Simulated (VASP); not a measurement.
# Be16C (a cell with a defect) in VASP: single point with PBEsol

Aim: the single point of Be16C (a cell with a defect) with PBEsol.

Everything below comes from runs of VASP 6.6.1. Logs are shortened: lines on timing, memory, paths and dates and some standing lists are left out, and cuts for length are marked.

## 1. The cell of the first run

The cell holds a defect, 17 atoms: a = 4.580 Å, b = 3.966 Å, c = 7.177 Å, α = 90.00°, β = 90.00°, γ = 90.00°.

## 2. Single point, PBEsol

The input, INCAR:

```
SYSTEM = Be16C
PREC     = Accurate       ! precision mode
ENCUT    = 520            ! plane-wave cutoff, eV
EDIFF    = 1E-6           ! SCF threshold, eV
ISMEAR   = 0              ! smearing method
SIGMA    = 0.05           ! smearing width, eV
LREAL    = Auto         
LASPH    = .True.         ! aspherical terms in the spheres
NELM     = 80             ! most SCF steps
ALGO     = Normal         ! electronic algorithm
ISIF     = 2              ! what is computed and relaxed
LWAVE    = .False.        ! write WAVECAR
LCHARG   = .False.        ! write CHGCAR
GGA      = PS             ! functional
NBANDS   = 32             ! bands
```

The input, KPOINTS:

```
regular mesh
0
Gamma
  5 5 3
  0 0 0
```

The input, POSCAR:

```
Be16C
1.0
   -2.2900000000     -3.9663960000      0.0000000000
    3.4350000000     -1.9831980000      0.0000000000
    0.0000000000      0.0000000000      7.1768600000
Be C
16 1
Direct
    0.7499763713      0.5002983669      0.0081343373
    0.5007894458      0.2485559915      0.2499484454
    0.7501590269      0.5002245041      0.4918331972
    0.4998749571      0.3306447312      0.7499572236
    0.4998468223     -0.0241874168     -0.0022034706
    0.1998144109      0.8709735083      0.2496905332
    0.5001349751     -0.0240608172      0.5021285075
    0.2479128132      0.8359733165      0.7498830965
    0.2492107742      0.5006249412      0.0083249499
   -0.0004642354      0.3289915286      0.2498998169
    0.2493614824      0.5007874220      0.4913710174
    0.0000831173      0.3447453678      0.7498934074
   -0.0004879268      0.0314397810     -0.0060969561
    0.8020376718      0.8674015337      0.2499807715
   -0.0000817741      0.0314039992      0.5058298476
    0.7519312563      0.8357198186      0.7499357658
    0.5004304340      0.6583183970      0.2499515108
```

Potentials or basis: VASP PAW PBE potentials, release 64 (Be, C).

Run with:

```bash
cat potpaw_PBE.64/Be/POTCAR potpaw_PBE.64/C/POTCAR > POTCAR
mpirun -np 1 vasp_std > vasp.out
```

OUTCAR:

```text
SYSTEM = Be16C
   PREC = Accurate
   ENCUT = 520
   EDIFF = 1E-6
   ISMEAR = 0
   LREAL = Auto
   LASPH = .True.
   NELM = 80
   ISIF = 2
   GGA = PS

 ion  position               nearest neighbor table
   1  0.750  0.500  0.008-  17 2.17  13 2.19  10 2.19   5 2.21  12 2.26  14 2.28   4 2.28  16 2.28
                             9 2.29   9 2.29   2 2.30   5 2.38
   2  0.501  0.249  0.250-  17 1.63   6 2.04  14 2.05   7 2.11   5 2.11   1 2.30   3 2.31  10 2.31
                            11 2.31   9 2.31  10 2.32
   3  0.750  0.500  0.492-  17 2.17  15 2.19  10 2.19   7 2.21  12 2.26  14 2.28   4 2.28  16 2.28
                            11 2.29  11 2.29   2 2.31   7 2.38
   4  0.500  0.331  0.750-   7 2.27   5 2.27   8 2.28  16 2.28   1 2.28   3 2.28   9 2.28  11 2.28
                            12 2.29  12 2.29  16 2.31   8 2.31
   5  0.500  0.976  0.998-   2 2.11   8 2.19  16 2.19  17 2.20   1 2.21   9 2.21   4 2.27  13 2.30
                            13 2.30   6 2.31  14 2.32   1 2.38   9 2.38
   6  0.200  0.871  0.250-  17 1.61  14 1.82  10 2.04   2 2.04  13 2.15  15 2.15   9 2.28  11 2.28
                             5 2.31   7 2.31  10 2.34
   7  0.500  0.976  0.502-   2 2.11  16 2.19   8 2.19  17 2.21  11 2.21   3 2.21   4 2.27  15 2.30
                            15 2.30   6 2.31  14 2.32   3 2.38  11 2.38
   8  0.248  0.836  0.750-   7 2.19   5 2.19  15 2.23  13 2.23  12 2.25  16 2.27   4 2.28   9 2.28
                            11 2.28  16 2.31   4 2.31  12 2.32
   9  0.249  0.501  0.008-  17 2.17  10 2.19  13 2.19   5 2.21  12 2.26   8 2.28   6 2.28   4 2.28
                             1 2.29   1 2.29   2 2.31   5 2.38
  10  1.000  0.329  0.250-   6 2.04  14 2.04  15 2.18  13 2.18  11 2.19   9 2.19   1 2.19   3 2.19
                             2 2.31   2 2.32  14 2.32   6 2.34
  11  0.249  0.501  0.491-  17 2.17  10 2.19  15 2.19   7 2.21  12 2.26   8 2.28   6 2.28   4 2.28
                             3 2.29   3 2.29   2 2.31   7 2.38
  12  0.000  0.345  0.750-  13 2.15  15 2.15  16 2.25   8 2.25   3 2.26   9 2.26   1 2.26  11 2.26
                             4 2.29   4 2.29   8 2.32  16 2.32
  13  1.000  0.031  0.994-  12 2.15   6 2.15  14 2.15  10 2.18   1 2.19   9 2.19  16 2.23   8 2.23
                             5 2.30   5 2.30
  14  0.802  0.867  0.250-  17 1.61   6 1.82  10 2.04   2 2.05  15 2.15  13 2.15   1 2.28   3 2.28
                             7 2.32   5 2.32  10 2.32
  15  1.000  0.031  0.506-  12 2.15  14 2.15   6 2.15  10 2.18   3 2.19  11 2.19   8 2.23  16 2.23
                             7 2.30   7 2.30
  16  0.752  0.836  0.750-   7 2.19   5 2.19  13 2.23  15 2.23  12 2.25   8 2.27   4 2.28   3 2.28
                             1 2.28   8 2.31   4 2.31  12 2.32
  17  0.500  0.658  0.250-  14 1.61   6 1.61   2 1.63   1 2.17  11 2.17   3 2.17   9 2.17   5 2.20
                             7 2.21

  LATTYP: Found a simple orthorhombic cell.
 ALAT       =     3.9663962620
 B/A-ratio  =     1.1547004875
 C/A-ratio  =     1.8094157835

  Lattice vectors:

 A1 = (  -3.4350000000,   1.9831980000,   0.0000000000)
 A2 = (  -2.2900000000,  -3.9663960000,   0.0000000000)
 A3 = (   0.0000000000,   0.0000000000,   7.1768600000)

Analysis of symmetry for initial positions (statically):
=====================================================================
 Subroutine PRICEL returns:
 Original cell was already a primitive cell.

 Routine SETGRP: Setting up the symmetry group for a
 simple orthorhombic supercell.

 Subroutine GETGRP returns: Found  1 space group operations
 (whereof  1 operations were pure point group operations)
 out of a pool of  8 trial point group operations.

The static configuration has the point symmetry C_1 .

Analysis of symmetry for dynamics (positions and initial velocities):
=====================================================================
 Subroutine PRICEL returns:
 Original cell was already a primitive cell.

 Routine SETGRP: Setting up the symmetry group for a
 simple orthorhombic supercell.

 Subroutine GETGRP returns: Found  1 space group operations
 (whereof  1 operations were pure point group operations)
 out of a pool of  8 trial point group operations.

The dynamic configuration has the point symmetry C_1 .

 Subroutine INISYM returns: Found  1 space group operations
 (whereof  1 operations are pure point group operations),
 and found     1 'primitive' translations

----------------------------------------------------------------------------------------

                                     Primitive cell

  volume of cell :     130.3755

[... 56 lines left out ...]

  Cartesian coordinates                     Fractional coordinates (reciprocal lattice)
    -0.021834061 -0.037817707  0.000000000     0.200000000  0.000000000  0.000000000
     0.043668122 -0.025211804  0.000000000     0.000000000  0.200000000  0.000000000
     0.000000000  0.000000000  0.046445567     0.000000000  0.000000000  0.333333333

  Length of vectors
     0.043668125  0.050423605  0.046445567

  Shift w.r.t. Gamma in fractional coordinates (k-lattice)
     0.000000000  0.000000000  0.000000000

 Subroutine IBZKPT returns following result:
 ===========================================

 Found     38 irreducible k-points:

 Following reciprocal coordinates:
            Coordinates               Weight
  0.000000  0.000000  0.000000      1.000000
  0.200000  0.000000  0.000000      2.000000
  0.400000  0.000000  0.000000      2.000000
  0.000000  0.200000  0.000000      2.000000
  0.200000  0.200000  0.000000      2.000000
 -0.200000  0.200000  0.000000      2.000000
[... 16 lines left out ...]
  0.200000 -0.200000 -0.333333      2.000000
 -0.200000 -0.200000  0.333333      2.000000
 [... further k-points ...]
   k-points           NKPTS =     38   k-points in BZ     NKDIM =     38   number of bands    NBANDS=     32
   number of dos      NEDOS =    301   number of ions     NIONS =     17
   total plane-waves  NPLWV =  58320
   dimension x,y,z NGX =    36 NGY =   30 NGZ =   54
   dimension x,y,z NGXF=    72 NGYF=   60 NGZF=  108
   ions per type =              16   1
   NGX,Y,Z   is equivalent  to a cutoff of  13.07, 12.57, 12.51 a.u.
   NGXF,Y,Z  is equivalent  to a cutoff of  26.13, 25.15, 25.02 a.u.
 SYSTEM =  Be16C
   PREC   = accura    normal or accurate (medium, high low for compatibility)
   ISTART =      0    job   : 0-new  1-cont  2-samecut
   ICHARG =      2    charge: 1-file 2-atom 10-const
   ISPIN  =      1    spin polarized calculation?
   LNONCOLLINEAR =      F non collinear calculations
   LSORBIT =      F    spin-orbit coupling
   LASPH  =      T    aspherical Exc in radial PAW
   ENCUT  =  520.0 eV  38.22 Ry    6.18 a.u.   8.52  7.37 13.34*2*pi/ulx,y,z
   NELM   =     80;   NELMIN=  2; NELMDL= -5     # of ELM steps
   EDIFF  = 0.1E-05   stopping-criterion for ELM
   LREAL  =      T    real-space projection
   EDIFFG = 0.1E-04   stopping-criterion for IOM
   NSW    =      0    number of steps for IOM
   IBRION =     -1    ionic relax: 0-MD 1-quasi-New 2-CG
   NFREE  =      0    steps in history (QN), initial steepest desc. (CG)
   ISIF   =      2    stress and relaxation
   ISYM   =      2    0-nonsym 1-usesym 2-fastsym
   POTIM  = 0.5000    time-step for ionic-motion
   TEBEG  =    0.0;   TEEND  =   0.0 temperature during run
   PSTRESS=    0.0 pullay stress
   NELECT =      36.0000    total number of electrons
   NUPDOWN=      -1.0000    fix difference up-down
   EMIN   =  10.00;   EMAX   =-10.00  energy-range for DOS
   EFERMI =   0.00;   METHOD = LEGACY
   ISMEAR =     0;   SIGMA  =   0.05  broadening in eV -4-tet -1-fermi 0-gaus
   EFERMI_NEDOS =   21; number of points for ismear=-14 and -15
   IALGO  =     38    algorithm
   IMIX   =      4    mixing-type and parameters
     AMIX     =   0.40;   BMIX     =  1.00
     AMIX_MAG =   1.60;   BMIX_MAG =  1.00
  volume/ion in A,a.u.               =       7.67        51.75
  Fermi-wavevector in a.u.,A,eV,Ry     =   1.066049  2.014540 15.462471  1.136460
  Thomas-Fermi vector in A             =   2.201620
   LORBIT       =      0    0 simple, 1 ext, 2 COOP (PROOUT), +10 PAW based schemes
   GGA     = PS    functional components
   LHFCALC =     F    Hartree Fock is set to
   AEXX    =    0.0000 exact exchange contribution
   IVDW    =     0    specifies the selected vdW correction
   LEPSILON=     F    determine dielectric tensor
   LRPA    =     F    only Hartree local field effects (RPA)
 non-spin polarized calculation
 Gauss-broadening in eV      SIGMA  =   0.05
  energy-cutoff  :      520.00
  volume of cell :      130.38
 maximum number of plane-waves:      3529
 NGX is ok and might be reduce to    36
   NGX = 17   NGY = 15   NGZ = 27

 number of electron      36.0000000 magnetization

 Free energy of the ion-electron system (eV)
  ---------------------------------------------------
  ext. energy  EPLUGINS =         0.00000000
  ---------------------------------------------------
  free energy    TOTEN  =       -68.56097437 eV

  energy without entropy =      -68.55931020  energy(sigma->0) =      -68.56014229

 E-fermi :   7.3559     XC(G=0): -10.7688

 val. band max:        7.3558216248   @ k =   0.0000   0.2000  -0.3333
 cond. band min:       7.4356731738   @ k =   0.2000   0.0000   0.0000
 fundamental gap:      0.0798515490
 Fermi energy:         7.3558785224

 k-point     1 :       0.0000    0.0000    0.0000
  band No.  band energies     occupation
      1      -6.5778      2.00000
      2      -2.9419      2.00000
      3      -2.3867      2.00000
      4      -0.5318      2.00000
      5       0.0527      2.00000
      6       0.8600      2.00000
[... 781 lines left out ...]
     29      12.5476      0.00000
     30      12.8033      0.00000

 [... further k-points ...]

 [bands above 30 left out]

------------------------ aborting loop because EDIFF is reached ----------------------------------------

  FORCE on cell =-STRESS in cart. coord.  units (eV):
  Direction    XX          YY          ZZ          XY          YZ          ZX
  --------------------------------------------------------------------------------------
  -------------------------------------------------------------------------------------
  Total        8.8964601     11.1370242     -3.0363905      1.6496937     -0.0350293     -0.0192043
  in kB      109.3280984    136.8622646    -37.3140323     20.2729927     -0.4304734     -0.2360004
  external PRESSURE =      69.6254436 kB  Pullay stress =       0.0000000 kB

 VOLUME and BASIS-vectors are now :
 -----------------------------------------------------------------------------
  energy-cutoff  :      520.00
  volume of cell :      130.38
      direct lattice vectors                 reciprocal lattice vectors
    -2.290000000 -3.966396000  0.000000000    -0.109170306 -0.189088533  0.000000000
     3.435000000 -1.983198000  0.000000000     0.218340611 -0.126059022  0.000000000
     0.000000000  0.000000000  7.176860000     0.000000000  0.000000000  0.139336702

 POSITION                                       TOTAL-FORCE (eV/Angst)
 -----------------------------------------------------------------------------------
      0.00108     -3.96689      0.05838        -0.001384     -0.015187     -0.010260
     -0.29302     -2.47926      1.79384        -0.002243     -0.010268     -0.000067
      0.00041     -3.96747      3.52982         0.000069     -0.014124      0.009109
     -0.00895     -2.63844      5.38234        -0.005356      0.004361     -0.000595
      2.20727     -3.91782      7.16105         0.042369     -0.023176     -0.042810
      2.53422     -2.51986      1.79199        -0.087346      0.050772      0.002002
[... 9 lines left out ...]
      1.14877     -4.63986      5.38218        -0.010371     -0.000674     -0.000231
      1.11534     -3.29048      1.79387         0.067137      0.034632      0.000850
 -----------------------------------------------------------------------------------
    total drift:                                0.004154      0.001317      0.000787

  FREE ENERGIE OF THE ION-ELECTRON SYSTEM (eV)
  ---------------------------------------------------
  free  energy   TOTEN  =       -68.5609743735 eV

  energy  without entropy=      -68.5593102021  energy(sigma->0) =      -68.56014229
```

Wall time 2.5 min (1 thread of AMD EPYC 9R45 (Zen 5), shared host); peak memory 0.24 GiB.

What came out:

- Free energy: -68.5610 eV
- Pressure: 7.0 GPa
- Largest force: 0.101 eV/Å
- Band gap on the k mesh: zero (bands 18 and 19 overlap by 0.54 eV)

Forces in eV/Å, atoms in the order of the input:
```
Be  -0.001 -0.015 -0.010
Be  -0.002 -0.010  0.000
Be   0.000 -0.014  0.009
Be  -0.005  0.004 -0.001
Be   0.042 -0.023 -0.043
Be  -0.087  0.051  0.002
Be   0.040 -0.022  0.040
Be  -0.007  0.011  0.000
Be   0.007  0.002 -0.003
Be   0.008 -0.015 -0.001
Be   0.007  0.000  0.002
Be   0.006  0.001  0.000
Be  -0.020  0.007  0.007
Be  -0.025 -0.017  0.002
Be  -0.019  0.007 -0.006
Be  -0.010 -0.001  0.000
C    0.067  0.035  0.001
```

Caveat: the PAW data sets were made with another functional, which shifts forces and pressure a little.

The gap in the log of VASP goes by the Fermi energy; the results here count the filled bands.